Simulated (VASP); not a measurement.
Wanted: the native input for a VASP 6.6.1 run.

* Task: single point
* Functional: PBE
* Potentials or basis: VASP PAW PBE potentials, release 64 (Al)
* Cutoff: 520 eV
* k mesh: 4 × 4 × 4
* Occupations: gaussian, width 0.1 eV
* Spin: no spin polarisation
* Dipole correction: no
* Further INCAR settings: LREAL = Auto; ALGO = Fast; EDIFF = 1e-07; NBANDS = 58

The structure of Al (a cell with a defect) lies in POSCAR:

```
Al
1.0
    6.0624313445      0.0000000000      6.0624313445
    0.0000000000     -6.0624313445      6.0624313445
    6.0624313445     -6.0624313445      0.0000000000
Al
26
Direct
    0.0000000000      0.3309342718      0.6666666667
    0.3309342718      0.0000000000      0.6666666667
    0.0000000000      0.6690657282      0.6666666667
    0.3335641972      0.3335641972      0.6659740751
    0.6690657282      0.0000000000      0.6666666667
    0.3309342718      0.6690657282      0.6666666667
    0.6690657282      0.3309342718      0.6666666667
    0.6664358028      0.6664358028      0.6673592582
    0.0000000000      0.0000000000      0.3357323949
    0.0000000000      0.3309342718      0.3357323949
    0.3309342718      0.0000000000      0.3357323949
    0.0006925915      0.6664358028      0.3331024695
    0.3329540972      0.3329540972      0.3337125695
    0.6664358028      0.0006925915      0.3331024695
    0.3329540972      0.6670459028      0.3337125695
    0.6670459028      0.3329540972      0.3337125695
    0.6664358028      0.6664358028      0.3331024695
    0.0000000000      0.0000000000     -0.0023990615
   -0.0006925915      0.3335641972      0.0002308638
    0.3335641972     -0.0006925915      0.0002308638
    0.0000000000      0.6690657282     -0.0023990615
    0.3335641972      0.3335641972      0.0002308638
    0.6690657282      0.0000000000     -0.0023990615
    0.3329540972      0.6670459028     -0.0003792361
    0.6670459028      0.3329540972     -0.0003792361
    0.6670459028      0.6670459028     -0.0003792361
```

This cell differs from its parent crystal: atoms taken out, then relaxed in part.

These files were run (other wordings do the same):

INCAR

```
  PREC = Accurate
  ENCUT = 520
  EDIFF = 1E-7
  ISMEAR = 0
  SIGMA = 0.1
  LREAL = Auto
  LASPH = True
  NELM = 60
  ALGO = Fast
  ISIF = 2
  LWAVE = False
  LCHARG = True
  GGA = PE
  LELF = True
  LVHAR = True
  NBANDS = 58
```

KPOINTS

```
regular mesh
0
Gamma
  4 4 4
```

Potentials or basis: VASP PAW PBE potentials, release 64 (Al).

Command:

```sh
$ cat potpaw_PBE.64/Al/POTCAR > POTCAR
$ mpirun -np 1 vasp_std > vasp.out
```

Results of the run:

```json
{
 "Pressure": "-0.6 GPa",
 "Band gap on the k mesh": "zero (bands 39 and 40 overlap by 0.63 eV)"
}
```

Caveat: the cell differs from its parent crystal (atoms taken out, then relaxed in part).

It took 13 min on 1 thread of Intel Xeon 8259CL (shared host), peak memory 0.6 GiB.
